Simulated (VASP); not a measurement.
# Zr (Fd-3m) in VASP: settings compared

Aim: see how the results for Zr move with the level of theory and the settings. Levels: r2SCAN, PBEsol. Tasks: single point.

Program: VASP 6.6.1. These are calculated values, not measurements. Logs are shortened: lines on timing, memory, paths and dates and some standing lists are left out, and cuts for length are marked.

### Step 1. The cell of the first run

The structure is cubic, space group Fd-3m (No. 227). Conventional cell: a = 4.872 Å, b = 4.872 Å, c = 4.872 Å, α = 90.00°, β = 90.00°, γ = 90.00°. Within 2.8 Å of Zr (site symmetry -43m) lie 4 Zr at 2.11 Å.

### Step 2. Single point, r2SCAN

POSCAR

```
Zr
1.0
    0.0000000000      2.4362300358      2.4362300358
    2.4362300358      0.0000000000      2.4362300358
    2.4362300358      2.4362300358      0.0000000000
Zr
2
Direct
   -0.1250000000     -0.1250000000     -0.1250000000
    0.1250000000      0.1250000000      0.1250000000
```

INCAR.step1

```
SYSTEM = Zr
PREC     = Accurate       ! precision mode
ENCUT    = 550            ! plane-wave cutoff, eV
ISMEAR   = -1             ! smearing method
SIGMA    = 0.1            ! smearing width, eV
LREAL    = .FALSE.        ! projectors in reciprocal space
LASPH    = .TRUE.         ! aspherical terms in the spheres
NELM     = 120            ! most SCF steps
NBANDS   = 19             ! bands
GGA      = PE             ! functional
ALGO     = Normal         ! electronic algorithm
EDIFF    = 1E-5           ! SCF threshold, eV
LWAVE    = .TRUE.         ! write WAVECAR
LCHARG   = .FALSE.        ! write CHGCAR
GGA_COMPAT= .FALSE.
```

INCAR.step2

```
SYSTEM = Zr
PREC     = Accurate       ! precision mode
ENCUT    = 550            ! plane-wave cutoff, eV
EDIFF    = 1E-6           ! SCF threshold, eV
ISMEAR   = -1             ! smearing method
SIGMA    = 0.1            ! smearing width, eV
LREAL    = .FALSE.        ! projectors in reciprocal space
LASPH    = .TRUE.         ! aspherical terms in the spheres
NELM     = 120            ! most SCF steps
ALGO     = Normal         ! electronic algorithm
ISIF     = 2              ! what is computed and relaxed
LWAVE    = .FALSE.        ! write WAVECAR
LCHARG   = .TRUE.         ! write CHGCAR
METAGGA  = R2SCAN         ! meta-GGA
LMIXTAU  = .TRUE.       
LELF     = .TRUE.         ! ELF
LVHAR    = .TRUE.       
NBANDS   = 19             ! bands
ISTART   = 1            
GGA_COMPAT= .FALSE.
```

KPOINTS

```
Automatic mesh
0
G
  12 12 12
  0 0 0
```

Potentials or basis: VASP PAW PBE potentials, release 64 (Zr_sv).

On the command line:

```bash
$ cat potpaw_PBE.64/Zr_sv/POTCAR > POTCAR
$ cp INCAR.step1 INCAR
$ mpirun -np 1 vasp_std > vasp.out
$ cp INCAR.step2 INCAR
$ mpirun -np 1 vasp_std > vasp.out
```

OUTCAR:

```text
SYSTEM = Zr
   PREC = Accurate
   ENCUT = 550
   EDIFF = 1E-6
   ISMEAR = -1
   LREAL = .FALSE.
   LASPH = .TRUE.
   NELM = 120
   ISIF = 2
   METAGGA = R2SCAN
   ISTART = 1

 ion  position               nearest neighbor table
   1  0.875  0.875  0.875-   2 2.11   2 2.11   2 2.11   2 2.11
   2  0.125  0.125  0.125-   1 2.11   1 2.11   1 2.11   1 2.11

  LATTYP: Found a face centered cubic cell.
 ALAT       =     4.8724600716

  Lattice vectors:

 A1 = (   0.0000000000,   2.4362300358,   2.4362300358)
 A2 = (   2.4362300358,   0.0000000000,   2.4362300358)
 A3 = (   2.4362300358,   2.4362300358,   0.0000000000)

Analysis of symmetry for initial positions (statically):
=====================================================================
 Subroutine PRICEL returns:
 Original cell was already a primitive cell.

 Routine SETGRP: Setting up the symmetry group for a
 face centered cubic supercell.

 Subroutine GETGRP returns: Found 48 space group operations
 (whereof 12 operations were pure point group operations)
 out of a pool of 48 trial point group operations.

The static configuration has the point symmetry D_3d.
 The point group associated with its full space group is O_h .

Analysis of symmetry for dynamics (positions and initial velocities):
=====================================================================
 Subroutine PRICEL returns:
 Original cell was already a primitive cell.

 Routine SETGRP: Setting up the symmetry group for a
 face centered cubic supercell.

 Subroutine GETGRP returns: Found 48 space group operations
 (whereof 12 operations were pure point group operations)
 out of a pool of 48 trial point group operations.

The dynamic configuration has the point symmetry D_3d.
 The point group associated with its full space group is O_h .

 Subroutine INISYM returns: Found 48 space group operations
 (whereof 12 operations are pure point group operations),
 and found     1 'primitive' translations

----------------------------------------------------------------------------------------

                                     Primitive cell

  volume of cell :      28.9191

  direct lattice vectors                    reciprocal lattice vectors
     0.000000000  2.436230036  2.436230036    -0.205235135  0.205235135  0.205235135
     2.436230036  0.000000000  2.436230036     0.205235135 -0.205235135  0.205235135
     2.436230036  2.436230036  0.000000000     0.205235135  0.205235135 -0.205235135

  length of vectors
     3.445349558  3.445349558  3.445349558     0.355477681  0.355477681  0.355477681

  position of ions in fractional coordinates (direct lattice)
     0.875000000  0.875000000  0.875000000
     0.125000000  0.125000000  0.125000000

  ion indices of the primitive-cell ions
   primitive index   ion index
                 1           1
                 2           2

----------------------------------------------------------------------------------------

 KPOINTS: Automatic mesh

Automatic generation of k-mesh.
 Grid dimensions read from file:
 generate k-points for:   12   12   12

 Generating k-lattice:

  Cartesian coordinates                     Fractional coordinates (reciprocal lattice)
    -0.017102928  0.017102928  0.017102928     0.083333333  0.000000000  0.000000000
     0.017102928 -0.017102928  0.017102928     0.000000000  0.083333333  0.000000000
     0.017102928  0.017102928 -0.017102928     0.000000000  0.000000000  0.083333333

  Length of vectors
     0.029623140  0.029623140  0.029623140

  Shift w.r.t. Gamma in fractional coordinates (k-lattice)
     0.000000000  0.000000000  0.000000000

 Subroutine IBZKPT returns following result:
 ===========================================

 Found     72 irreducible k-points:

 Following reciprocal coordinates:
            Coordinates               Weight
  0.000000  0.000000  0.000000      1.000000
  0.083333  0.000000  0.000000      8.000000
  0.166667  0.000000  0.000000      8.000000
  0.250000  0.000000  0.000000      8.000000
  0.333333  0.000000  0.000000      8.000000
  0.416667  0.000000  0.000000      8.000000
[... 16 lines left out ...]
  0.500000  0.166667  0.000000     24.000000
 -0.416667  0.166667  0.000000     24.000000
 [... further k-points ...]
   k-points           NKPTS =     72   k-points in BZ     NKDIM =     72   number of bands    NBANDS=     19
   number of dos      NEDOS =    301   number of ions     NIONS =      2
   total plane-waves  NPLWV =  21952
   dimension x,y,z NGX =    28 NGY =   28 NGZ =   28
   dimension x,y,z NGXF=    56 NGYF=   56 NGZF=   56
   ions per type =               2
   NGX,Y,Z   is equivalent  to a cutoff of  13.51, 13.51, 13.51 a.u.
   NGXF,Y,Z  is equivalent  to a cutoff of  27.02, 27.02, 27.02 a.u.
 SYSTEM =  Zr
   PREC   = accura    normal or accurate (medium, high low for compatibility)
   ISTART =      1    job   : 0-new  1-cont  2-samecut
   ICHARG =      0    charge: 1-file 2-atom 10-const
   ISPIN  =      1    spin polarized calculation?
   LNONCOLLINEAR =      F non collinear calculations
   LSORBIT =      F    spin-orbit coupling
   LASPH  =      T    aspherical Exc in radial PAW
   ENCUT  =  550.0 eV  40.42 Ry    6.36 a.u.   6.59  6.59  6.59*2*pi/ulx,y,z
   NELM   =    120;   NELMIN=  2; NELMDL=  0     # of ELM steps
   EDIFF  = 0.1E-05   stopping-criterion for ELM
   LREAL  =      F    real-space projection
   EDIFFG = 0.1E-04   stopping-criterion for IOM
   NSW    =      0    number of steps for IOM
   IBRION =     -1    ionic relax: 0-MD 1-quasi-New 2-CG
   NFREE  =      0    steps in history (QN), initial steepest desc. (CG)
   ISIF   =      2    stress and relaxation
   ISYM   =      2    0-nonsym 1-usesym 2-fastsym
   POTIM  = 0.5000    time-step for ionic-motion
   TEBEG  =    0.0;   TEEND  =   0.0 temperature during run
   PSTRESS=    0.0 pullay stress
   NELECT =      24.0000    total number of electrons
   NUPDOWN=      -1.0000    fix difference up-down
   EMIN   =  10.00;   EMAX   =-10.00  energy-range for DOS
   EFERMI =   0.00;   METHOD = LEGACY
   ISMEAR =    -1;   SIGMA  =   0.10  broadening in eV -4-tet -1-fermi 0-gaus
   EFERMI_NEDOS =   21; number of points for ismear=-14 and -15
   IALGO  =     38    algorithm
   IMIX   =      4    mixing-type and parameters
     AMIX     =   0.40;   BMIX     =  1.00
     AMIX_MAG =   1.60;   BMIX_MAG =  1.00
  volume/ion in A,a.u.               =      14.46        97.58
  Fermi-wavevector in a.u.,A,eV,Ry     =   1.538451  2.907251 32.202690  2.366831
  Thomas-Fermi vector in A             =   2.644817
   LORBIT       =      0    0 simple, 1 ext, 2 COOP (PROOUT), +10 PAW based schemes
   METAGGA = R2SCAN    functional components
   LHFCALC =     F    Hartree Fock is set to
   AEXX    =    0.0000 exact exchange contribution
   IVDW    =     0    specifies the selected vdW correction
   LEPSILON=     F    determine dielectric tensor
   LRPA    =     F    only Hartree local field effects (RPA)
 non-spin polarized calculation
  energy-cutoff  :      550.00
  volume of cell :       28.92
 maximum number of plane-waves:       881
   NGX = 13   NGY = 13   NGZ = 13

 number of electron      24.0000001 magnetization

 Free energy of the ion-electron system (eV)
  ---------------------------------------------------
  ext. energy  EPLUGINS =         0.00000000
  ---------------------------------------------------
  free energy    TOTEN  =       -33.90119342 eV

  energy without entropy =      -33.82268685  energy(sigma->0) =      -33.86194014

 E-fermi :  15.4693     XC(G=0): -14.1930

 val. band max:       15.4690390416   @ k =  -0.0833   0.0833   0.0000
 cond. band min:      15.4760764592   @ k =   0.2500   0.0833   0.0000
 fundamental gap:      0.0070374176
 Fermi energy:        15.4692958830

 k-point     1 :       0.0000    0.0000    0.0000
  band No.  band energies     occupation
      1     -37.7644      2.00000
      2     -32.3859      2.00000
      3     -15.4315      2.00000
      4     -15.4315      2.00000
      5     -15.4315      2.00000
      6     -10.9487      2.00000
[... 11 lines left out ...]
     18      26.9679      0.00000
     19      27.0312      0.00000

 k-point     2 :       0.0833    0.0000    0.0000
  band No.  band energies     occupation
      1     -37.7108      2.00000
      2     -32.4803      2.00000
      3     -15.4849      2.00000
      4     -15.4849      2.00000
      5     -15.4219      2.00000
      6     -10.8862      2.00000
[... 11 lines left out ...]
     18      26.8774      0.00000
     19      26.9009      0.00000

 k-point     3 :       0.1667    0.0000    0.0000
  band No.  band energies     occupation
      1     -37.5553      2.00000
      2     -32.7458      2.00000
      3     -15.6226      2.00000
      4     -15.6226      2.00000
      5     -15.4076      2.00000
      6     -10.6962      2.00000
[... 11 lines left out ...]
     18      26.6489      0.00000
     19      26.6489      0.00000

 k-point     4 :       0.2500    0.0000    0.0000
  band No.  band energies     occupation
      1     -37.3152      2.00000
      2     -33.1320      2.00000
      3     -15.7944      2.00000
      4     -15.7944      2.00000
      5     -15.4130      2.00000
      6     -10.4017      2.00000
[... 11 lines left out ...]
     18      26.3412      0.00000
     19      26.3412      0.00000

 k-point     5 :       0.3333    0.0000    0.0000
  band No.  band energies     occupation
      1     -37.0279      2.00000
      2     -33.5611      2.00000
      3     -15.9512      2.00000
      4     -15.9512      2.00000
      5     -15.4421      2.00000
      6     -10.1537      2.00000
[... 11 lines left out ...]
     18      25.9343      0.00000
     19      25.9343      0.00000
[... 334 lines left out ...]
      2     -33.5556      2.00000
      3     -16.2838      2.00000
      4     -16.1825      2.00000
      5     -14.5985      2.00000
      6     -11.1935      2.00000
[... 11 lines left out ...]
     18      23.4128      0.00000
     19      26.8485      0.00000

 k-point    22 :       0.4167    0.1667    0.0000
  band No.  band energies     occupation
      1     -36.7366      2.00000
      2     -33.9620      2.00000
      3     -16.5051      2.00000
      4     -16.2729      2.00000
      5     -14.5122      2.00000
      6     -11.0199      2.00000
[... 11 lines left out ...]
     18      23.4905      0.00000
     19      26.0033      0.00000

 k-point    23 :       0.5000    0.1667    0.0000
  band No.  band energies     occupation
      1     -36.5034      2.00000
      2     -34.2638      2.00000
      3     -16.6660      2.00000
      4     -16.2888      2.00000
      5     -14.4917      2.00000
      6     -10.8328      2.00000
[... 11 lines left out ...]
     18      24.5679      0.00000
     19      24.8597      0.00000

 k-point    24 :      -0.4167    0.1667    0.0000
  band No.  band energies     occupation
      1     -36.4688      2.00000
      2     -34.3071      2.00000
      3     -16.7297      2.00000
      4     -16.2279      2.00000
      5     -14.5296      2.00000
      6     -10.7073      2.00000
[... 11 lines left out ...]
     18      23.3292      0.00000
     19      25.0778      0.00000

 [... further k-points ...]

------------------------ aborting loop because EDIFF is reached ----------------------------------------

  FORCE on cell =-STRESS in cart. coord.  units (eV):
  Direction    XX          YY          ZZ          XY          YZ          ZX
  --------------------------------------------------------------------------------------
  -------------------------------------------------------------------------------------
  Total       26.3410132     26.3410132     26.3410132      0.0000000     -0.0000000      0.0000000
  in kB     1459.3457002   1459.3457002   1459.3457002      0.0000000     -0.0000000      0.0000000
  external PRESSURE =    1459.3457002 kB  Pullay stress =       0.0000000 kB

 VOLUME and BASIS-vectors are now :
 -----------------------------------------------------------------------------
  energy-cutoff  :      550.00
  volume of cell :       28.92
      direct lattice vectors                 reciprocal lattice vectors
     0.000000000  2.436230036  2.436230036    -0.205235135  0.205235135  0.205235135
     2.436230036  0.000000000  2.436230036     0.205235135 -0.205235135  0.205235135
     2.436230036  2.436230036  0.000000000     0.205235135  0.205235135 -0.205235135

 POSITION                                       TOTAL-FORCE (eV/Angst)
 -----------------------------------------------------------------------------------
      4.26340      4.26340      4.26340         0.000000     -0.000000      0.000000
      0.60906      0.60906      0.60906        -0.000000      0.000000     -0.000000
 -----------------------------------------------------------------------------------
    total drift:                                0.000000     -0.000000     -0.000000

  FREE ENERGIE OF THE ION-ELECTRON SYSTEM (eV)
  ---------------------------------------------------
  free  energy   TOTEN  =       -33.9011934205 eV

  energy  without entropy=      -33.8226868527  energy(sigma->0) =      -33.86194014
```

It took 2.3 min on 1 thread of Intel Xeon Platinum 8259CL at 2.50GHz (Skylake/Cascade Lake), shared host; peak memory 0.18 GiB.

Results:

```yaml
Free_energy: -33.9012 eV
Pressure: 145.9 GPa
Band_gap_on_the_k_mesh: zero (band 12 reaches 17.33 eV, above the bottom of band 13 at 13.76 eV)
```

Levels at points of the mesh, in eV from the Fermi level:
| k point | band 10 | band 11 | band 12 | band 13 | band 14 | band 15 |
| --- | --- | --- | --- | --- | --- | --- |
| (0.00, 0.00, 0.00) | -4.08 | -4.08 | -0.10 | -0.10 | -0.10 | 5.59 |
| (0.50, 0.00, 0.00) | -3.41 | -3.41 | -1.71 | -1.71 | -1.49 | 4.29 |
| (0.50, 0.50, 0.00) | -5.78 | -1.73 | -1.73 | 1.26 | 1.26 | 5.59 |

Caveat: the PAW data sets were made with another functional, which shifts forces and pressure a little.

### Step 3. Single point, PBEsol (volume scaled by 0.88)

INCAR

```
SYSTEM = Zr
PREC = Accurate
ENCUT = 500
EDIFF = 1E-6
ISMEAR = -1
SIGMA = 0.1
LREAL = .False.
LASPH = .True.
NELM = 120
ALGO = Normal
ISIF = 2
LWAVE = .False.
LCHARG = .False.
GGA = PS
NBANDS = 19
GGA_COMPAT = .False.
```

KPOINTS

```
Automatic mesh
0
Gamma
  12 12 12
  0 0 0
```

POSCAR

```
Zr
1.0
    0.0000000000      2.9414119275      2.9414119275
    2.9414119275      0.0000000000      2.9414119275
    2.9414119275      2.9414119275      0.0000000000
Zr
2
Direct
   -0.1250000000     -0.1250000000     -0.1250000000
    0.1250000000      0.1250000000      0.1250000000
```

Potentials or basis: VASP PAW PBE potentials, release 64 (Zr_sv).

On the command line:

```bash
$ cat potpaw_PBE.64/Zr_sv/POTCAR > POTCAR
$ mpirun -np 1 vasp_std > vasp.out
```

It took 52 s on 1 thread of Intel Xeon Platinum 8259CL at 2.50GHz (Skylake/Cascade Lake), shared host; peak memory 0.2 GiB.

It converged, with:

* Free energy: -13.2156 eV
* Pressure: 6.3 GPa
* Band gap on the k mesh: zero (band 12 reaches 7.58 eV, above the bottom of band 13 at 7.00 eV)

Levels at points of the mesh, in eV from the Fermi level:
| k point | band 10 | band 11 | band 12 | band 13 | band 14 | band 15 |
| --- | --- | --- | --- | --- | --- | --- |
| (0.00, 0.00, 0.00) | -1.32 | -1.32 | 0.02 | 0.02 | 0.02 | 2.56 |
| (0.50, 0.00, 0.00) | -1.53 | -1.15 | -1.15 | -0.33 | -0.33 | 1.29 |
| (0.50, 0.50, 0.00) | -2.47 | -0.27 | -0.27 | 1.06 | 1.06 | 1.78 |

Caveat: the cell differs from its parent crystal (volume scaled by 0.88); the PAW data sets were made with another functional, which shifts forces and pressure a little.

### Step 4. Single point, PBEsol, collinear spin, ferrimagnetic start

This run uses another cell than the first one, of 28.92 Å³/atom, 2.000 times its volume.

INCAR

```
PREC = Accurate ; ENCUT = 500
EDIFF = 1E-6 ; ISMEAR = -1
SIGMA = 0.1 ; LREAL = False
LASPH = True ; NELM = 200
ALGO = Normal ; ISIF = 2
LWAVE = False ; LCHARG = True
ISPIN = 2 ; MAGMOM = -4 0.5
LORBIT = 11 ; LMAXMIX = 4
GGA = PS ; LELF = True
LVHAR = True ; NBANDS = 23
GGA_COMPAT = False
```

KPOINTS

```
regular mesh
0
Gamma
  12 12 12
```

POSCAR

```
Zr
1.0
    0.0000000000      3.0694575045      3.0694575045
    3.0694575045      0.0000000000      3.0694575045
    3.0694575045      3.0694575045      0.0000000000
Zr
2
Direct
   -0.1250000000     -0.1250000000     -0.1250000000
    0.1250000000      0.1250000000      0.1250000000
```

On the command line:

```bash
$ cat potpaw_PBE.64/Zr_sv/POTCAR > POTCAR
$ mpirun -np 1 vasp_std > vasp.out
```

Run time: 2.8 min. Hardware: 1 thread of Intel Xeon Platinum 8259CL at 2.50GHz (Skylake/Cascade Lake), shared host; peak memory 0.28 GiB.

Results (log left out):

- Free energy: -13.3482 eV
- Pressure: 0.3 GPa
- Net moment: -0.47 μB per cell
- Site moments: Zr -0.20 μB
- Valence electrons inside the program's atomic spheres: Zr 10.16

Levels at points of the mesh, in eV from the Fermi level:
Spin up:
```csv
k point,band 9,band 10,band 11,band 12,band 13,band 14,band 15,band 16
"(0.00, 0.00, 0.00)",-4.14,-0.90,-0.90,0.13,0.13,0.13,2.34,2.34
"(0.50, 0.00, 0.00)",-1.56,-1.20,-0.78,-0.78,-0.07,-0.07,0.98,3.49
"(0.50, 0.50, 0.00)",-1.93,-1.93,0.01,0.01,0.63,0.63,1.83,1.83
```
Spin down:
```tsv
k point	band 9	band 10	band 11	band 12	band 13	band 14	band 15	band 16
(0.00, 0.00, 0.00)	-4.22	-1.01	-1.01	-0.09	-0.09	-0.09	2.19	2.19
(0.50, 0.00, 0.00)	-1.69	-1.31	-0.88	-0.88	-0.29	-0.29	0.81	3.37
(0.50, 0.50, 0.00)	-2.03	-2.03	-0.23	-0.23	0.45	0.45	1.72	1.72
```

Caveat: the PAW data sets were made with another functional, which shifts forces and pressure a little; the moment fell far below its start of 4 μB, so a state of higher moment may lie lower in energy.

### Step 5. Summary

```csv
level,spin,cell,cutoff (eV),gap on the mesh (eV),pressure (GPa)
r2SCAN,off,"a = 3.445 Å, angles 60.0°, 2 atoms",550,none,145.9
PBEsol,off,"a = 4.160 Å, angles 60.0°, 2 atoms",500,none,6.3
PBEsol,"collinear, ferrimagnetic start","a = 4.341 Å, angles 60.0°, 2 atoms",500,none,0.3
```

Alike in all rows: task single point; potentials or basis VASP PAW PBE potentials, release 64 (Zr_sv); k mesh 12 × 12 × 12; smearing fermi-dirac 0.1 eV.

Caveats: the PAW data sets were made with another functional, which shifts forces and pressure a little; the moment fell far below its start of 4 μB, so a state of higher moment may lie lower in energy (some runs).

Total energies depend on the potentials used, so only differences within one code and one set of settings carry meaning.
